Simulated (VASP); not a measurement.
Runs of VASP 6.6.1 on TaF3. The structure is that of space group Pm-3m (No. 221), or close to it. The cells are those of the table. 

| level | cell | gap on the mesh (eV) | pressure (GPa) | moment (μB) |
| --- | --- | --- | --- | --- |
| r2SCAN+rVV10 | a = 4.149 Å, 4 atoms | none | -1.9 | 2.00 |
| r2SCAN+D3(BJ) | a = 4.130 Å, 4 atoms | none | (b) | 2.00 |
| r2SCAN+D3(BJ) | a = 4.180 Å, 4 atoms | none | (a) | 2.00 |
| r2SCAN+rVV10 | a = 4.176 Å, 4 atoms | none | -3.8 | 2.00 |
| r2SCAN+D3(BJ) | a = 4.153 Å, 4 atoms | none | -2.0 | 2.00 |

Alike in all rows: task single point; potentials or basis VASP PAW PBE potentials, release 64 (Ta_pv, F); spin collinear; k mesh 6 × 6 × 6; cutoff (eV) 660; smearing gaussian 0.05 eV.

Problem. Fill in the values left out.

Solution. (a) -3.9; (b) -0.2.

Caveats: the PAW data sets were made with another functional, which shifts forces and pressure a little; spin-orbit coupling is left out, which moves the levels of the heavy elements; three body term missing (at least some runs); the cell stands under tension (at least some runs).

A k mesh can miss the band edges, and the runs leave out spin-orbit coupling on Ta.

A gap of «none» marks levels without a gap at the run's occupations.
